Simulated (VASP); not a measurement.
# Cr (I4_1/amd) in VASP: notebook

The runs below take Cr through single point, relaxation of shape and atoms at fixed volume, with PBE.

Program: VASP 6.6.1. These are calculated values, not measurements. Logs are shortened: lines on timing, memory, paths and dates and some standing lists are left out, and cuts for length are marked.

## Step 1: The cell of the first run

It takes space group I4_1/amd (No. 141, tetragonal). Conventional cell: a = 4.499 Å, b = 4.499 Å, c = 2.442 Å, α = 90.00°, β = 90.00°, γ = 90.00°. Within 3.1 Å of Cr (site symmetry -4m2) lie 10 Cr at 2.33 to 2.90 Å.

## Step 2: Single point, PBE, collinear spin, ferromagnetic start (12.36 Å³/atom)

File INCAR:

```
SYSTEM = Cr
ALGO = Normal ; EDIFF = 1E-6
ENCUT = 520 ; GGA = PE
ISIF = 2 ; ISMEAR = -1
ISPIN = 2 ; LASPH = .TRUE.
LCHARG = .TRUE. ; LELF = .TRUE.
LMAXMIX = 4 ; LORBIT = 11
LREAL = .FALSE. ; LVHAR = .TRUE.
LWAVE = .FALSE. ; MAGMOM = 2 2
NBANDS = 23 ; NELM = 150
PREC = Accurate ; SIGMA = 0.1
```

File KPOINTS:

```
k-points
0
G
  17 17 17
  0 0 0
```

File POSCAR:

```
Cr
1.0
   -2.2494808785      2.2494808785      1.2211985954
    2.2494808785     -2.2494808785      1.2211985954
    2.2494808785      2.2494808785     -1.2211985954
Cr
2
Direct
   -0.3750000000     -0.1250000000     -0.2500000000
    0.3750000000      0.1250000000      0.2500000000
```

Potentials or basis: VASP PAW PBE potentials, release 64 (Cr_pv).

Launch:

```console
$ cat potpaw_PBE.64/Cr_pv/POTCAR > POTCAR
$ mpirun -np 1 vasp_std > vasp.out
```

OUTCAR:

```text
SYSTEM = Cr
   EDIFF = 1E-6
   ENCUT = 520
   GGA = PE
   ISIF = 2
   ISMEAR = -1
   ISPIN = 2
   LASPH = .TRUE.
   LORBIT = 11
   LREAL = .FALSE.
   NELM = 150
   PREC = Accurate

 ion  position               nearest neighbor table
   1  0.625  0.875  0.750-   2 2.33   2 2.33   2 2.33   2 2.33   2 2.90   2 2.90   2 2.90   2 2.90

   2  0.375  0.125  0.250-   1 2.33   1 2.33   1 2.33   1 2.33   1 2.90   1 2.90   1 2.90   1 2.90

  LATTYP: Found a body centered tetragonal cell.
 ALAT       =     4.4989617570
 C/A-ratio  =     0.5428801850

  Lattice vectors:

 A1 = (  -2.2494808785,   2.2494808785,   1.2211985954)
 A2 = (   2.2494808785,  -2.2494808785,   1.2211985954)
 A3 = (   2.2494808785,   2.2494808785,  -1.2211985954)

Analysis of symmetry for initial positions (statically):
=====================================================================
 Subroutine PRICEL returns:
 Original cell was already a primitive cell.

 Routine SETGRP: Setting up the symmetry group for a
 body centered tetragonal supercell.

 Subroutine GETGRP returns: Found 16 space group operations
 (whereof  4 operations were pure point group operations)
 out of a pool of 16 trial point group operations.

The static configuration has the point symmetry C_2h.
 The point group associated with its full space group is D_4h.

Analysis of symmetry for dynamics (positions and initial velocities):
=====================================================================
 Subroutine PRICEL returns:
 Original cell was already a primitive cell.

 Routine SETGRP: Setting up the symmetry group for a
 body centered tetragonal supercell.

 Subroutine GETGRP returns: Found 16 space group operations
 (whereof  4 operations were pure point group operations)
 out of a pool of 16 trial point group operations.

The dynamic configuration has the point symmetry C_2h.
 The point group associated with its full space group is D_4h.

Analysis of structural, dynamic, and magnetic symmetry:
=====================================================================
 Subroutine PRICEL returns:
 Original cell was already a primitive cell.

 Routine SETGRP: Setting up the symmetry group for a
 body centered tetragonal supercell.

 Subroutine GETGRP returns: Found 16 space group operations
 (whereof  4 operations were pure point group operations)
 out of a pool of 16 trial point group operations.

The overall configuration has the point symmetry C_2h.
 The point group associated with its full space group is D_4h.

 Subroutine INISYM returns: Found 16 space group operations
 (whereof  4 operations are pure point group operations),
 and found     1 'primitive' translations

----------------------------------------------------------------------------------------

                                     Primitive cell

  volume of cell :      24.7179

  direct lattice vectors                    reciprocal lattice vectors
    -2.249480879  2.249480879  1.221198595     0.000000000  0.222273505  0.409433815
     2.249480879 -2.249480879  1.221198595     0.222273505  0.000000000  0.409433815
     2.249480879  2.249480879 -1.221198595     0.222273505  0.222273505  0.000000000

  length of vectors
     3.407587777  3.407587777  3.407587777     0.465877194  0.465877194  0.314342206

  position of ions in fractional coordinates (direct lattice)
     0.625000000  0.875000000  0.750000000
     0.375000000  0.125000000  0.250000000

  ion indices of the primitive-cell ions
   primitive index   ion index
                 1           1
                 2           2

----------------------------------------------------------------------------------------

 KPOINTS: k-points

Automatic generation of k-mesh.
 Grid dimensions read from file:
 generate k-points for:   17   17   17

 Generating k-lattice:

  Cartesian coordinates                     Fractional coordinates (reciprocal lattice)
     0.000000000  0.013074912  0.024084342     0.058823529  0.000000000  0.000000000
     0.013074912  0.000000000  0.024084342     0.000000000  0.058823529  0.000000000
     0.013074912  0.013074912  0.000000000     0.000000000  0.000000000  0.058823529

  Length of vectors
     0.027404541  0.027404541  0.018490718

  Shift w.r.t. Gamma in fractional coordinates (k-lattice)
     0.000000000  0.000000000  0.000000000

 Subroutine IBZKPT returns following result:
 ===========================================

 Found    405 irreducible k-points:

 Following reciprocal coordinates:
            Coordinates               Weight
  0.000000  0.000000  0.000000      1.000000
  0.058824  0.000000  0.000000      8.000000
  0.117647  0.000000  0.000000      8.000000
  0.176471 -0.000000  0.000000      8.000000
  0.235294  0.000000  0.000000      8.000000
  0.294118 -0.000000  0.000000      8.000000
[... 16 lines left out ...]
 -0.176471  0.058824 -0.000000     16.000000
 -0.117647  0.058824 -0.000000     16.000000
 [... further k-points ...]
   k-points           NKPTS =    405   k-points in BZ     NKDIM =    405   number of bands    NBANDS=     23
   number of dos      NEDOS =    301   number of ions     NIONS =      2
   total plane-waves  NPLWV =  21952
   dimension x,y,z NGX =    28 NGY =   28 NGZ =   28
   dimension x,y,z NGXF=    56 NGYF=   56 NGZF=   56
   ions per type =               2
   NGX,Y,Z   is equivalent  to a cutoff of  13.66, 13.66, 13.66 a.u.
   NGXF,Y,Z  is equivalent  to a cutoff of  27.32, 27.32, 27.32 a.u.
 SYSTEM =  Cr
   PREC   = accura    normal or accurate (medium, high low for compatibility)
   ISTART =      0    job   : 0-new  1-cont  2-samecut
   ICHARG =      2    charge: 1-file 2-atom 10-const
   ISPIN  =      2    spin polarized calculation?
   LNONCOLLINEAR =      F non collinear calculations
   LSORBIT =      F    spin-orbit coupling
   LASPH  =      T    aspherical Exc in radial PAW
   ENCUT  =  520.0 eV  38.22 Ry    6.18 a.u.   6.34  6.34  6.34*2*pi/ulx,y,z
   NELM   =    150;   NELMIN=  2; NELMDL= -5     # of ELM steps
   EDIFF  = 0.1E-05   stopping-criterion for ELM
   LREAL  =      F    real-space projection
   EDIFFG = 0.1E-04   stopping-criterion for IOM
   NSW    =      0    number of steps for IOM
   IBRION =     -1    ionic relax: 0-MD 1-quasi-New 2-CG
   NFREE  =      0    steps in history (QN), initial steepest desc. (CG)
   ISIF   =      2    stress and relaxation
   ISYM   =      2    0-nonsym 1-usesym 2-fastsym
   POTIM  = 0.5000    time-step for ionic-motion
   TEBEG  =    0.0;   TEEND  =   0.0 temperature during run
   PSTRESS=    0.0 pullay stress
   NELECT =      24.0000    total number of electrons
   NUPDOWN=      -1.0000    fix difference up-down
   EMIN   =  10.00;   EMAX   =-10.00  energy-range for DOS
   EFERMI =   0.00;   METHOD = LEGACY
   ISMEAR =    -1;   SIGMA  =   0.10  broadening in eV -4-tet -1-fermi 0-gaus
   EFERMI_NEDOS =   21; number of points for ismear=-14 and -15
   IALGO  =     38    algorithm
   IMIX   =      4    mixing-type and parameters
     AMIX     =   0.40;   BMIX     =  1.00
     AMIX_MAG =   1.60;   BMIX_MAG =  1.00
  volume/ion in A,a.u.               =      12.36        83.40
  Fermi-wavevector in a.u.,A,eV,Ry     =   1.621094  3.063424 35.755386  2.627947
  Thomas-Fermi vector in A             =   2.714926
   LORBIT       =     11    0 simple, 1 ext, 2 COOP (PROOUT), +10 PAW based schemes
   GGA     = PE    functional components
   LHFCALC =     F    Hartree Fock is set to
   AEXX    =    0.0000 exact exchange contribution
   IVDW    =     0    specifies the selected vdW correction
   LEPSILON=     F    determine dielectric tensor
   LRPA    =     F    only Hartree local field effects (RPA)
 spin polarized calculation
  energy-cutoff  :      520.00
  volume of cell :       24.72
 maximum number of plane-waves:       687
 NGX is ok and might be reduce to    28
   NGX = 13   NGY = 13   NGZ = 13

 number of electron      23.9999996 magnetization      -0.0027927

 number of electron      23.9999996 magnetization       0.0007349

 Free energy of the ion-electron system (eV)
  ---------------------------------------------------
  ext. energy  EPLUGINS =         0.00000000
  ---------------------------------------------------
  free energy    TOTEN  =       -17.62228567 eV

  energy without entropy =      -17.53178320  energy(sigma->0) =      -17.57703444

 E-fermi :  10.1607     XC(G=0): -13.1932

 val. band max:       10.1572126764   @ k =  -0.3529   0.1765   0.0000
 cond. band min:      10.1609671922   @ k =   0.1176   0.0000   0.0000
 fundamental gap:      0.0037545158
 Fermi energy:        10.1607267244

 spin component 1

 k-point     1 :       0.0000    0.0000    0.0000
  band No.  band energies     occupation
      1     -33.2528      1.00000
      2     -33.2528      1.00000
      3     -32.4619      1.00000
      4     -32.4506      1.00000
      5     -32.3851      1.00000
      6     -32.3851      1.00000
[... 15 lines left out ...]
     22      24.0360      0.00000
     23      27.1121      0.00000
[... 575 lines left out ...]
      1     -33.2472      1.00000
      2     -33.2210      1.00000
      3     -32.5063      1.00000
      4     -32.4746      1.00000
      5     -32.4044      1.00000
      6     -32.3816      1.00000
[... 15 lines left out ...]
     22      24.3934      0.00000
     23      27.4721      0.00000

 [... further k-points ...]

 spin component 2

 k-point     1 :       0.0000    0.0000    0.0000
  band No.  band energies     occupation
      1     -33.2524      1.00000
      2     -33.2524      1.00000
      3     -32.4615      1.00000
      4     -32.4502      1.00000
      5     -32.3848      1.00000
      6     -32.3848      1.00000
[... 15 lines left out ...]
     22      24.0363      0.00000
     23      27.1123      0.00000
[... 575 lines left out ...]
      1     -33.2469      1.00000
      2     -33.2207      1.00000
      3     -32.5059      1.00000
      4     -32.4742      1.00000
      5     -32.4040      1.00000
      6     -32.3812      1.00000
[... 15 lines left out ...]
     22      24.3937      0.00000
     23      27.4723      0.00000

 [... further k-points ...]
[... 5 lines left out ...]
  --------------------------------------------------------------------------------------
  -------------------------------------------------------------------------------------
  Total       -0.0282395     -0.0282395     -0.0687815      0.0000000     -0.0000000      0.0000000
  in kB       -1.8304459     -1.8304459     -4.4583214      0.0000000     -0.0000000      0.0000000
  external PRESSURE =      -2.7064044 kB  Pullay stress =       0.0000000 kB

 VOLUME and BASIS-vectors are now :
 -----------------------------------------------------------------------------
  energy-cutoff  :      520.00
  volume of cell :       24.72
      direct lattice vectors                 reciprocal lattice vectors
    -2.249480879  2.249480879  1.221198595     0.000000000  0.222273505  0.409433815
     2.249480879 -2.249480879  1.221198595     0.222273505  0.000000000  0.409433815
     2.249480879  2.249480879 -1.221198595     0.222273505  0.222273505  0.000000000

 POSITION                                       TOTAL-FORCE (eV/Angst)
 -----------------------------------------------------------------------------------
      2.24948      1.12474      0.91590         0.000000      0.000000     -0.000000
      0.00000      1.12474      0.30530        -0.000000     -0.000000      0.000000
 -----------------------------------------------------------------------------------
    total drift:                                0.000000      0.000000     -0.000000

  FREE ENERGIE OF THE ION-ELECTRON SYSTEM (eV)
  ---------------------------------------------------
  free  energy   TOTEN  =       -17.6222856738 eV

  energy  without entropy=      -17.5317831999  energy(sigma->0) =      -17.57703444

 total charge

# of ion       s       p       d       tot
------------------------------------------
    1        0.430   6.326   4.316  11.073
    2        0.430   6.326   4.316  11.073
--------------------------------------------------
tot          0.861  12.652   8.633  22.145

 magnetization (x)

# of ion       s       p       d       tot
------------------------------------------
    1       -0.000   0.000   0.000   0.000
    2       -0.000   0.000   0.000   0.000
--------------------------------------------------
tot         -0.000   0.000   0.000   0.000
```

It took 4.4 min on 1 thread of Intel Xeon Platinum 8559C (Emerald Rapids), shared host; peak memory 0.41 GiB.

Results:

* Free energy: -17.6223 eV
* Pressure: -0.3 GPa
* Band gap on the k mesh: zero (filled and empty bands overlap)
* Net moment: 0.00 μB per cell
* Valence electrons inside the program's atomic spheres: Cr 11.07

Caveat: an empty level that is flat over the whole mesh can mark a ghost state of the potentials, or a narrow d or f band; the moments typed at the start vanished in this run.

## Step 3: Relaxation of shape and atoms at fixed volume, PBE, collinear spin, ferromagnetic start

This run uses another cell than the first one, of 6.18 Å³/atom.

File INCAR:

```
  PREC = Accurate
  ENCUT = 600
  EDIFF = 1E-7
  ISMEAR = -1
  SIGMA = 0.1
  LREAL = False
  LASPH = True
  NELM = 150
  ALGO = Normal
  ISIF = 4
  LWAVE = False
  LCHARG = False
  ISPIN = 2
  MAGMOM = 2 2
  LORBIT = 11
  LMAXMIX = 4
  GGA = PE
  IBRION = 2
  NSW = 50
  EDIFFG = -0.005
```

File KPOINTS:

```
regular mesh
0
Gamma
  17 17 17
```

File POSCAR:

```
Cr
1.0
   -1.7854141564      1.7854141564      0.9692659675
    1.7854141564     -1.7854141564      0.9692659675
    1.7854141564      1.7854141564     -0.9692659675
Cr
2
Direct
   -0.3750000000     -0.1250000000     -0.2500000000
    0.3750000000      0.1250000000      0.2500000000
```

Potentials or basis: VASP PAW PBE potentials, release 64 (Cr_pv).

Launch:

```console
$ cat potpaw_PBE.64/Cr_pv/POTCAR > POTCAR
$ mpirun -np 1 vasp_std > vasp.out
```

Run time: 7.6 min. Hardware: 1 thread of AMD EPYC 9R45 (Zen 5), shared host; peak memory 0.25 GiB.

The run converged, but its numbers aren't listed here, since they failed a check.

Caveat: atoms lie so close that the PAW spheres overlap strongly, which falsifies energies and pressures; the moments typed at the start vanished in this run.

## Step 4: Single point, PBE, collinear spin, ferromagnetic start (7.42 Å³/atom)

This run uses another cell than the first one, of 7.42 Å³/atom.

File INCAR:

```
PREC     = Accurate       # precision mode
ENCUT    = 600            # plane-wave cutoff, eV
EDIFF    = 1E-6           # SCF threshold, eV
ISMEAR   = -1             # smearing method
SIGMA    = 0.1            # smearing width, eV
LREAL    = F              # projectors in reciprocal space
LASPH    = T              # aspherical terms in the spheres
NELM     = 200            # most SCF steps
ALGO     = Normal         # electronic algorithm
ISIF     = 2              # what is computed and relaxed
LWAVE    = F              # write WAVECAR
LCHARG   = F              # write CHGCAR
ISPIN    = 2              # spin polarisation
MAGMOM   = 2 2            # initial moments
LORBIT   = 11             # projections on sites
LMAXMIX  = 4              # l up to which the mixer works
GGA      = PE             # functional
NBANDS   = 25             # bands
GGA_COMPAT= F
```

KPOINTS is that of step 3.

File POSCAR:

```
Cr
1.0
   -1.9093486050      1.9093486050      1.0170251710
    1.9093486050     -1.9093486050      1.0170251710
    1.9093486050      1.9093486050     -1.0170251710
Cr
2
Direct
   -0.3750000000     -0.1250000000     -0.2500000000
    0.3750000000      0.1250000000      0.2500000000
```

Potentials or basis: VASP PAW PBE potentials, release 64 (Cr_sv).

Launch:

```console
$ cat potpaw_PBE.64/Cr_sv/POTCAR > POTCAR
$ mpirun -np 1 vasp_std > vasp.out
```

OUTCAR:

```text
PREC = Accurate
   ENCUT = 600
   EDIFF = 1E-6
   ISMEAR = -1
   LREAL = F
   LASPH = T
   NELM = 200
   ISIF = 2
   ISPIN = 2
   LORBIT = 11
   GGA = PE

 ion  position               nearest neighbor table
   1  0.625  0.875  0.750-   2 1.98   2 1.98   2 1.98   2 1.98   2 2.44   2 2.44   2 2.44   2 2.44

   2  0.375  0.125  0.250-   1 1.98   1 1.98   1 1.98   1 1.98   1 2.44   1 2.44   1 2.44   1 2.44

  LATTYP: Found a body centered tetragonal cell.
 ALAT       =     3.8186972100
 C/A-ratio  =     0.5326555708

  Lattice vectors:
[... 1564 lines left out ...]
  external PRESSURE =    2844.5454817 kB  Pullay stress =       0.0000000 kB

 VOLUME and BASIS-vectors are now :
 -----------------------------------------------------------------------------
  energy-cutoff  :      600.00
  volume of cell :       14.83
      direct lattice vectors                 reciprocal lattice vectors
    -1.909348605  1.909348605  1.017025171     0.000000000  0.261869414  0.491629917
     1.909348605 -1.909348605  1.017025171     0.261869414  0.000000000  0.491629917
     1.909348605  1.909348605 -1.017025171     0.261869414  0.261869414  0.000000000

 POSITION                                       TOTAL-FORCE (eV/Angst)
 -----------------------------------------------------------------------------------
      1.90935      0.95467      0.76277         0.000000      0.000000     -0.000000
      0.00000      0.95467      0.25426        -0.000000     -0.000000      0.000000
 -----------------------------------------------------------------------------------
    total drift:                               -0.000000      0.000000      0.000000

  FREE ENERGIE OF THE ION-ELECTRON SYSTEM (eV)
  ---------------------------------------------------
  free  energy   TOTEN  =       -11.9662358345 eV

  energy  without entropy=      -11.9213155237  energy(sigma->0) =      -11.94377568

 total charge

# of ion       s       p       d       tot
------------------------------------------
    1        2.286   6.073   4.306  12.665
    2        2.286   6.073   4.306  12.665
--------------------------------------------------
tot          4.572  12.145   8.613  25.329

 magnetization (x)

# of ion       s       p       d       tot
------------------------------------------
    1        0.000  -0.000  -0.000  -0.000
    2        0.000  -0.000  -0.000  -0.000
--------------------------------------------------
tot          0.000  -0.000  -0.000  -0.000
```

stdout:

```text
POSCAR found type information on POSCAR Cr
 POSCAR found :  1 types and       2 ions
 scaLAPACK will be used
 LDA part: xc-table for (Slater+PW92), standard interpolation
 POSCAR, INCAR and KPOINTS ok, starting setup
 FFT: planning ... GRIDC
 FFT: planning ... GRID_SOFT
 FFT: planning ... GRID
 WAVECAR not read
 entering main loop
```

It took 15 min on 1 thread of AMD EPYC, shared host; peak memory 0.31 GiB.

What came out:

- Free energy: -11.9662 eV
- Pressure: 284.5 GPa
- Band gap on the k mesh: zero (filled and empty bands overlap)
- Net moment: 0.00 μB per cell
- Valence electrons inside the program's atomic spheres: Cr 12.66

Levels at points of the mesh, in eV from the Fermi level:
Spin up:
```
           k point  band 12  band 13  band 14  band 15  band 16  band 17
(0.00, 0.00, 0.00)    -4.42    -3.85     1.73     1.73     1.84     1.84
```
Spin down:
| k point | band 11 | band 12 | band 13 | band 14 | band 15 | band 16 | band 17 | band 18 |
| --- | --- | --- | --- | --- | --- | --- | --- | --- |
| (0.00, 0.00, 0.00) | -5.46 | -4.42 | -3.85 | 1.73 | 1.73 | 1.84 | 1.84 | 4.67 |

Caveat: the cell stands under pressure; the moments typed at the start vanished in this run.
